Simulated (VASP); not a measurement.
A run of VASP 6.6.1:

INCAR

```
  PREC = Accurate
  ENCUT = 520
  EDIFF = 1E-7
  ISMEAR = -1
  SIGMA = 0.1
  LREAL = F
  LASPH = T
  NELM = 150
  ALGO = Normal
  ISIF = 2
  LWAVE = F
  LCHARG = F
  ISPIN = 2
  MAGMOM = 7
  LORBIT = 11
  LMAXMIX = 6
  GGA = PE
  NBANDS = 18
```

The input KPOINTS:

```
Automatic mesh
0
Gamma
  11 11 11
```

Contents of POSCAR:

```
Eu
1.0
    3.3837076569      0.0000000000      0.0000000000
    0.0000000000      3.3837076569      0.0000000000
    0.0000000000      0.0000000000      3.3837076569
Eu
1
Direct
    0.0000000000      0.0000000000      0.0000000000
```

Potentials or basis: VASP PAW PBE potentials, release 64 (Eu).

Launch:

```sh
$ cat potpaw_PBE.64/Eu/POTCAR > POTCAR
$ mpirun -np 1 vasp_std > vasp.out
```

Hardware: 1 thread of Intel(R) Xeon(R) 6975P-C (Granite Rapids), on a shared host.

**Question.** Estimate the wall time of this run.

**Answer.** Run time: 49 s on 1 thread of Intel(R) Xeon(R) 6975P-C (Granite Rapids), on a shared host, peak memory 0.22 GiB. Counts: scf iterations 17, k points 56.
